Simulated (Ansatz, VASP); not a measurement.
# One calculation of Be2Si, two programs

```
CELL_PARAMETERS angstrom
-1.86805 1.86805 2.64200
1.86805 -1.86805 2.64200
1.86805 1.86805 -2.64200
ATOMIC_POSITIONS crystal
Be 0.75000 0.25000 0.50000
Be 0.25000 0.75000 0.50000
Si 0.00000 0.00000 0.00000
```

Alike in both runs: functional PBE; k mesh 18 × 18 × 18; occupations gaussian, width 0.1 eV; no spin polarisation.

Ansatz relaxed the structure, and its values are those at the end. VASP's run is a single point on that final structure, the one shown.

```csv
,VASP,Ansatz
version,VASP 6.6.1,Ansatz 0.2.0
potentials or method,"VASP PAW PBE potentials, release 64 (Be, Si), cutoff 520 eV","scalar-relativistic, plane waves, PAW"
valence electrons in the cell,8,8
```

Ansatz gave:

```
gap on the k mesh at the Fermi level (eV) : none
pressure (GPa)                            : 0.0
```

What did VASP give for the same quantities?

gap on the k mesh at the Fermi level (eV): none; pressure (GPa): 0.1.

A gap of «none» marks a metal or a gap that the smearing closes. With one functional, cell and mesh, what is left measures potentials, basis and numerics.
